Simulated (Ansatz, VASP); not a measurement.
**Hf: VASP beside Ansatz**

```xyz
5
Lattice="3.1174 0.0000 0.0000 -1.5587 2.6997 0.0000 0.0000 0.0000 25.8992" Properties=species:S:1:pos:R:3 pbc="T T T"
Hf    0.0000    0.0000    8.0000
Hf    0.0000    1.7998   10.4748
Hf    0.0000    0.0000   12.9496
Hf    0.0000    1.7998   15.4244
Hf    0.0000    0.0000   17.8992
```

Alike in both runs: task single point; functional LDA; k mesh 15 × 15 × 1; occupations fermi-dirac, width 0.1 eV; no spin polarisation.

|  | VASP | Ansatz |
| --- | --- | --- |
| version | VASP 6.6.1 | Ansatz 0.2.0 |
| potentials or method | VASP PAW LDA potentials, release 64 (Hf_pv), cutoff 520 eV | all-electron LAPW, scalar-relativistic |

Ansatz gave:

* rms of the force components (eV/Å): 0.366

Question: Estimate VASP's values.

Answer: rms of the force components (eV/Å): 0.373.

LDA's correlation is that of Perdew and Zunger in VASP and of Perdew and Wang (1992) in Ansatz. Atom by atom the forces differ by 0.007 eV/Å (rms over components). Ansatz ran all-electron here, and VASP with PAW potentials.

Spin-orbit coupling is off throughout.
